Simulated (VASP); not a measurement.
A run of VASP 6.6.1:

INCAR

```
  ALGO = Normal
  EDIFF = 1E-7
  ENCUT = 520
  GGA = PE
  ISIF = 2
  ISMEAR = -1
  ISPIN = 2
  LASPH = T
  LCHARG = F
  LMAXMIX = 4
  LORBIT = 11
  LREAL = F
  LWAVE = F
  MAGMOM = 3 0 0
  NBANDS = 23
  NELM = 150
  PREC = Accurate
  SIGMA = 0.05
```

File KPOINTS:

```
k-points
0
Gamma
  10 10 10
```

Contents of POSCAR:

```
CrO2
1.0
    1.5191904746      0.8771050295      4.8838983138
   -1.5191904746      0.8771050295      4.8838983138
    0.0000000000     -1.7542100590      4.8838983138
Cr O
1 2
Direct
    0.5000000000      0.5000000000      0.5000000000
    0.2309180000      0.2309180000      0.2309180000
    0.7690820000      0.7690820000      0.7690820000
```

Potentials or basis: VASP PAW PBE potentials, release 64 (Cr_pv, O).

The run is started by

```sh
$ cat potpaw_PBE.64/Cr_pv/POTCAR potpaw_PBE.64/O/POTCAR > POTCAR
$ mpirun -np 1 vasp_std > vasp.out
```

Hardware: 1 thread of Intel(R) Xeon(R) Platinum 8259CL CPU @ 2.50GHz (Skylake/Cascade Lake), on a shared host.

**Question.** How long does it take, and how much memory?

**Answer.** Run time: 8 min on 1 thread of Intel(R) Xeon(R) Platinum 8259CL CPU @ 2.50GHz (Skylake/Cascade Lake), with other jobs on the host, peak memory 0.38 GiB. Counts: scf iterations 19, k points 116.
